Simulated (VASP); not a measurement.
Ge2P:

```xyz
3
Lattice="5.1417 0.0000 0.0000 0.0000 5.1417 0.0000 0.0000 0.0000 2.4588" Properties=species:S:1:pos:R:3 pbc="T T T"
Ge    0.0000    2.5708    0.0000
Ge    2.5708    0.0000    0.0000
P     0.0000    0.0000    0.0000
```

The cell was built from a structure type or drawn by symmetry, and may not be a known phase.

- Program: VASP 6.6.1
- Task: relaxation of cell and atoms
- Functional: PBE
- Potentials or basis: VASP PAW PBE potentials, release 64 (Ge_d, P)
- Cutoff: 600 eV
- k mesh: 10 × 10 × 18
- Occupations: gaussian, width 0.1 eV
- Spin: no spin polarisation

At the start: pressure 1.6 GPa; volume 21.67 Å³/atom.

Task: How do energy, volume and symmetry change on relaxing?

Result: Over 7 steps the energy falls by 12.0 meV/atom and the volume is 21.86 Å³/atom (+0.9 %); space group P4/mmm (No. 123, to 0.1 Å) before and after.

The path:
| step | energy change (eV) | largest force (eV/Å) | pressure (GPa) | volume (Å³) |
| --- | --- | --- | --- | --- |
| 1 | 0.0000 | 0.0000 | 1.56 | 65.00 |
| 2 | -0.0308 | 0.0000 | -0.92 | 66.98 |
| 3 | -0.0314 | 0.0000 | -0.72 | 66.67 |
| 4 | -0.0350 | 0.0000 | -0.08 | 65.86 |
| 5 | -0.0355 | 0.0000 | 0.21 | 65.47 |
| 6 | -0.0361 | 0.0000 | 0.06 | 65.55 |
| 7 | -0.0361 | 0.0000 | 0.01 | 65.57 |

Final structure:
```yaml
crystal:
  lattice:
    - [5.06686, 0.00000, 0.00000]
    - [0.00000, 5.06686, 0.00000]
    - [0.00000, 0.00000, 2.55409]
  atoms:
    - { symbol: Ge, position: [0.00000, 0.50000, 0.00000] }
    - { symbol: Ge, position: [0.50000, 0.00000, 0.00000] }
    - { symbol: P, position: [0.00000, 0.00000, 0.00000] }
```
